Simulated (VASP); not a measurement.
# BeNi (Pm-3m) in VASP: further runs, part 2 of 3

VASP 6.6.1. Earlier steps stand in the parts before.

## Step 3: Single point, LDA, collinear spin, ferromagnetic start

INCAR

```
PREC = Accurate ; ENCUT = 520
EDIFF = 1E-6 ; ISMEAR = -1
SIGMA = 0.15 ; LREAL = F
LASPH = T ; NELM = 150
ALGO = Normal ; ISIF = 2
LWAVE = F ; LCHARG = F
ISPIN = 2 ; MAGMOM = 0 1
LORBIT = 11 ; LMAXMIX = 4
GGA = CA ; NBANDS = 17
```

KPOINTS

```
regular mesh
0
Gamma
  7 7 7
```

POSCAR

```
BeNi
1.0
    2.5869995900      0.0000000000      0.0000000000
    0.0000000000      2.5869995900      0.0000000000
    0.0000000000      0.0000000000      2.5869995900
Be Ni
1 1
Direct
    0.0000000000      0.0000000000      0.0000000000
    0.5000000000      0.5000000000      0.5000000000
```

Potentials or basis: VASP PAW LDA potentials, release 64 (Be, Ni).

The run is started by

```
$ cat potpaw_LDA.64/Be/POTCAR potpaw_LDA.64/Ni/POTCAR > POTCAR
$ mpirun -np 1 vasp_std > vasp.out
```

OUTCAR:

```text
PREC = Accurate
   ENCUT = 520
   EDIFF = 1E-6
   ISMEAR = -1
   LREAL = F
   LASPH = T
   NELM = 150
   ISIF = 2
   ISPIN = 2
   LORBIT = 11
   GGA = CA

 ion  position               nearest neighbor table
   1  0.000  0.000  0.000-   2 2.24   2 2.24   2 2.24   2 2.24   2 2.24   2 2.24   2 2.24   2 2.24

   2  0.500  0.500  0.500-   1 2.24   1 2.24   1 2.24   1 2.24   1 2.24   1 2.24   1 2.24   1 2.24

  LATTYP: Found a simple cubic cell.
 ALAT       =     2.5869995900

  Lattice vectors:

 A1 = (   2.5869995900,   0.0000000000,   0.0000000000)
 A2 = (   0.0000000000,   2.5869995900,   0.0000000000)
 A3 = (   0.0000000000,   0.0000000000,   2.5869995900)

Analysis of symmetry for initial positions (statically):
=====================================================================
 Subroutine PRICEL returns:
 Original cell was already a primitive cell.

 Routine SETGRP: Setting up the symmetry group for a
 simple cubic supercell.

 Subroutine GETGRP returns: Found 48 space group operations
[... 9 lines left out ...]

 Routine SETGRP: Setting up the symmetry group for a
 simple cubic supercell.

 Subroutine GETGRP returns: Found 48 space group operations
 (whereof 48 operations were pure point group operations)
 out of a pool of 48 trial point group operations.

The dynamic configuration has the point symmetry O_h .

Analysis of structural, dynamic, and magnetic symmetry:
=====================================================================
 Subroutine PRICEL returns:
 Original cell was already a primitive cell.

 Routine SETGRP: Setting up the symmetry group for a
 simple cubic supercell.

 Subroutine GETGRP returns: Found 48 space group operations
 (whereof 48 operations were pure point group operations)
 out of a pool of 48 trial point group operations.

The overall configuration has the point symmetry O_h .

 Subroutine INISYM returns: Found 48 space group operations
[... 5 lines left out ...]
                                     Primitive cell

  volume of cell :      17.3137

  direct lattice vectors                    reciprocal lattice vectors
     2.586999590  0.000000000  0.000000000     0.386548187  0.000000000  0.000000000
     0.000000000  2.586999590  0.000000000     0.000000000  0.386548187  0.000000000
     0.000000000  0.000000000  2.586999590     0.000000000  0.000000000  0.386548187

  length of vectors
     2.586999590  2.586999590  2.586999590     0.386548187  0.386548187  0.386548187

  position of ions in fractional coordinates (direct lattice)
     0.000000000  0.000000000  0.000000000
     0.500000000  0.500000000  0.500000000

  ion indices of the primitive-cell ions
   primitive index   ion index
                 1           1
                 2           2

----------------------------------------------------------------------------------------

 KPOINTS: regular mesh

Automatic generation of k-mesh.
 Grid dimensions read from file:
 generate k-points for:    7    7    7

 Generating k-lattice:

  Cartesian coordinates                     Fractional coordinates (reciprocal lattice)
[... 46 lines left out ...]
   PREC   = accura    normal or accurate (medium, high low for compatibility)
   ISTART =      0    job   : 0-new  1-cont  2-samecut
   ICHARG =      2    charge: 1-file 2-atom 10-const
   ISPIN  =      2    spin polarized calculation?
   LNONCOLLINEAR =      F non collinear calculations
   LSORBIT =      F    spin-orbit coupling
   LASPH  =      T    aspherical Exc in radial PAW
   ENCUT  =  520.0 eV  38.22 Ry    6.18 a.u.   4.81  4.81  4.81*2*pi/ulx,y,z
   NELM   =    150;   NELMIN=  2; NELMDL= -5     # of ELM steps
   EDIFF  = 0.1E-05   stopping-criterion for ELM
   LREAL  =      F    real-space projection
   EDIFFG = 0.1E-04   stopping-criterion for IOM
   NSW    =      0    number of steps for IOM
   IBRION =     -1    ionic relax: 0-MD 1-quasi-New 2-CG
   NFREE  =      0    steps in history (QN), initial steepest desc. (CG)
   ISIF   =      2    stress and relaxation
   ISYM   =      2    0-nonsym 1-usesym 2-fastsym
   POTIM  = 0.5000    time-step for ionic-motion
   TEBEG  =    0.0;   TEEND  =   0.0 temperature during run
   PSTRESS=    0.0 pullay stress
   NELECT =      12.0000    total number of electrons
   NUPDOWN=      -1.0000    fix difference up-down
   EMIN   =  10.00;   EMAX   =-10.00  energy-range for DOS
   EFERMI =   0.00;   METHOD = LEGACY
   ISMEAR =    -1;   SIGMA  =   0.15  broadening in eV -4-tet -1-fermi 0-gaus
   EFERMI_NEDOS =   21; number of points for ismear=-14 and -15
   IALGO  =     38    algorithm
   IMIX   =      4    mixing-type and parameters
     AMIX     =   0.40;   BMIX     =  1.00
     AMIX_MAG =   1.60;   BMIX_MAG =  1.00
  volume/ion in A,a.u.               =       8.66        58.42
  Fermi-wavevector in a.u.,A,eV,Ry     =   1.448790  2.737817 28.558541  2.098994
  Thomas-Fermi vector in A             =   2.566591
   LORBIT       =     11    0 simple, 1 ext, 2 COOP (PROOUT), +10 PAW based schemes
   GGA     = CA    functional components
   LHFCALC =     F    Hartree Fock is set to
   AEXX    =    0.0000 exact exchange contribution
   IVDW    =     0    specifies the selected vdW correction
   LEPSILON=     F    determine dielectric tensor
   LRPA    =     F    only Hartree local field effects (RPA)
 spin polarized calculation
  energy-cutoff  :      520.00
  volume of cell :       17.31
 maximum number of plane-waves:       474
 NGX is ok and might be reduce to    20
   NGX =  9   NGY =  9   NGZ =  9

 number of electron      12.0000018 magnetization       0.0003387

 number of electron      12.0000018 magnetization      -0.0000740

 Free energy of the ion-electron system (eV)
  ---------------------------------------------------
  ext. energy  EPLUGINS =         0.00000000
  ---------------------------------------------------
  free energy    TOTEN  =       -11.81348565 eV

  energy without entropy =      -11.75859665  energy(sigma->0) =      -11.78604115

 E-fermi :   9.0422     XC(G=0): -12.7385

 val. band max:        8.6517409654   @ k =   0.4286   0.4286   0.0000
 cond. band min:       9.1854435428   @ k =   0.4286   0.2857   0.0000
 fundamental gap:      0.5337025775
 Fermi energy:         9.0421742129

 spin component 1

 k-point     1 :       0.0000    0.0000    0.0000
  band No.  band energies     occupation
      1      -1.3723      1.00000
      2       5.3235      1.00000
      3       5.3235      1.00000
      4       7.6553      0.99990
      5       7.6553      0.99990
      6       7.6553      0.99990
[... 376 lines left out ...]
      3       4.4657      1.00000
      4       8.0331      0.99880
      5       8.0331      0.99880
      6      11.5854      0.00000
[... 9 lines left out ...]
     16      45.1499      0.00000
     17      50.6980      0.00000
 Fermi energy:         9.0421742129

 spin component 2

 k-point     1 :       0.0000    0.0000    0.0000
  band No.  band energies     occupation
      1      -1.3723      1.00000
      2       5.3235      1.00000
      3       5.3235      1.00000
      4       7.6553      0.99990
      5       7.6553      0.99990
      6       7.6553      0.99990
[... 377 lines left out ...]
      4       8.0331      0.99880
      5       8.0331      0.99880
      6      11.5854      0.00000
[... 9 lines left out ...]
     16      45.1499      0.00000
     17      50.6981      0.00000

------------------------ aborting loop because EDIFF is reached ----------------------------------------

  FORCE on cell =-STRESS in cart. coord.  units (eV):
  Direction    XX          YY          ZZ          XY          YZ          ZX
  --------------------------------------------------------------------------------------
  -------------------------------------------------------------------------------------
  Total       -0.7202924     -0.7202924     -0.7202924      0.0000000      0.0000000     -0.0000000
  in kB      -66.6546331    -66.6546331    -66.6546331      0.0000000      0.0000000     -0.0000000
  external PRESSURE =     -66.6546331 kB  Pullay stress =       0.0000000 kB

 VOLUME and BASIS-vectors are now :
 -----------------------------------------------------------------------------
  energy-cutoff  :      520.00
  volume of cell :       17.31
      direct lattice vectors                 reciprocal lattice vectors
     2.586999590  0.000000000  0.000000000     0.386548187  0.000000000  0.000000000
     0.000000000  2.586999590  0.000000000     0.000000000  0.386548187  0.000000000
     0.000000000  0.000000000  2.586999590     0.000000000  0.000000000  0.386548187

 POSITION                                       TOTAL-FORCE (eV/Angst)
 -----------------------------------------------------------------------------------
      0.00000      0.00000      0.00000         0.000000      0.000000      0.000000
      1.29350      1.29350      1.29350         0.000000      0.000000      0.000000
 -----------------------------------------------------------------------------------
    total drift:                               -0.000000      0.000000     -0.000000

  FREE ENERGIE OF THE ION-ELECTRON SYSTEM (eV)
  ---------------------------------------------------
  free  energy   TOTEN  =       -11.8134856494 eV

  energy  without entropy=      -11.7585966511  energy(sigma->0) =      -11.78604115

 total charge

# of ion       s       p       d       tot
------------------------------------------
    1        0.438   0.704   0.000   1.142
    2        0.524   0.619   8.444   9.586
--------------------------------------------------
tot          0.962   1.323   8.444  10.728

 magnetization (x)

# of ion       s       p       d       tot
------------------------------------------
    1       -0.000  -0.000   0.000  -0.000
    2        0.000   0.000  -0.000  -0.000
--------------------------------------------------
tot          0.000   0.000  -0.000  -0.000
```

OSZICAR:

```text
N       E                     dE             d eps       ncg     rms          rms(c)
DAV:   1     0.373706552663E+02    0.37371E+02   -0.52720E+03  1408   0.861E+02
DAV:   2    -0.123568940353E+02   -0.49728E+02   -0.44093E+02  1490   0.165E+02
DAV:   3    -0.143772197706E+02   -0.20203E+01   -0.19971E+01  1626   0.346E+01
DAV:   4    -0.143910423998E+02   -0.13823E-01   -0.13817E-01  1602   0.267E+00
DAV:   5    -0.143912485751E+02   -0.20618E-03   -0.20616E-03  1678   0.319E-01    0.158E+01
DAV:   6    -0.161049528375E+02   -0.17137E+01   -0.71762E+01  1742   0.917E+01    0.184E+01
DAV:   7    -0.118303724900E+02    0.42746E+01   -0.21704E+01  1761   0.493E+01    0.103E+00
DAV:   8    -0.118262176448E+02    0.41548E-02   -0.11890E-01  1473   0.284E+00    0.104E+00
DAV:   9    -0.118139070558E+02    0.12311E-01   -0.33547E-02  1951   0.137E+00    0.450E-01
DAV:  10    -0.118135573560E+02    0.34970E-03   -0.26151E-04  1598   0.176E-01    0.218E-01
DAV:  11    -0.118134878933E+02    0.69463E-04   -0.23668E-04  1599   0.164E-01    0.893E-02
DAV:  12    -0.118134915392E+02   -0.36459E-05   -0.56370E-06  1631   0.215E-02    0.461E-02
DAV:  13    -0.118134868912E+02    0.46479E-05   -0.88403E-06  1542   0.227E-02    0.139E-02
DAV:  14    -0.118134856466E+02    0.12447E-05   -0.41604E-06   805   0.174E-02    0.256E-03
DAV:  15    -0.118134856494E+02   -0.27953E-08   -0.13543E-07   776   0.305E-03
   1 F= -.11813486E+02 E0= -.11786041E+02  d E =-.548890E-01  mag=    -0.0000
```

stdout:

```text
POSCAR found type information on POSCAR BeNi
 POSCAR found :  2 types and       2 ions
 scaLAPACK will be used
 LDA part: xc-table for (Slater(with rela. corr.)+CA(PZ))
 , standard interpolation
 POSCAR, INCAR and KPOINTS ok, starting setup
 FFT: planning ... GRIDC
 FFT: planning ... GRID_SOFT
 FFT: planning ... GRID
 WAVECAR not read
 entering main loop
```

Run time: 18 s. Hardware: 1 thread of Intel Xeon 8259CL, shared host; peak memory 0.12 GiB.

Results:

| Property | Result |
| --- | --- |
| Free energy | -11.8135 eV |
| Pressure | -6.7 GPa |
| Band gap on the k mesh | zero (filled and empty bands overlap) |
| Net moment | 0.00 μB per cell |
| Valence electrons inside the program's atomic spheres | Be 1.14; Ni 9.59 |

## Step 4: Single point, LDA, collinear spin, ferromagnetic start

INCAR

```
PREC     = Accurate       # precision mode
ENCUT    = 520            # plane-wave cutoff, eV
EDIFF    = 1E-6           # SCF threshold, eV
ISMEAR   = -1             # smearing method
SIGMA    = 0.15           # smearing width, eV
LREAL    = False          # projectors in reciprocal space
LASPH    = True           # aspherical terms in the spheres
NELM     = 150            # most SCF steps
ALGO     = Normal         # electronic algorithm
ISIF     = 2              # what is computed and relaxed
LWAVE    = False          # write WAVECAR
LCHARG   = False          # write CHGCAR
ISPIN    = 2              # spin polarisation
MAGMOM   = 0 1            # initial moments
LORBIT   = 11             # projections on sites
LMAXMIX  = 4              # l up to which the mixer works
NBANDS   = 17             # bands
```

KPOINTS

```
regular mesh
0
Gamma
  9 9 9
```

POSCAR is that of step 3.

The run is started by

```
$ cat potpaw_LDA.64/Be/POTCAR potpaw_LDA.64/Ni/POTCAR > POTCAR
$ mpirun -np 1 vasp_std > vasp.out
```

It took 27 s on 1 thread of Intel Xeon 8259CL, shared host; peak memory 0.13 GiB.

Results (log left out):

* Free energy: -11.8123 eV
* Pressure: -6.6 GPa
* Band gap on the k mesh: zero (filled and empty bands overlap)
* Net moment: 0.00 μB per cell
* Valence electrons inside the program's atomic spheres: Be 1.14; Ni 9.59

Levels at points of the mesh, in eV from the Fermi level:
Spin up:
```csv
k point,band 4,band 5,band 6,band 7,band 8,band 9
"(0.00, 0.00, 0.00)",-1.33,-1.33,-1.33,6.95,6.95,6.95
```
Spin down:
| k point | band 4 | band 5 | band 6 | band 7 | band 8 | band 9 |
| --- | --- | --- | --- | --- | --- | --- |
| (0.00, 0.00, 0.00) | -1.33 | -1.33 | -1.33 | 6.95 | 6.95 | 6.95 |

[end of part 2 of 3]
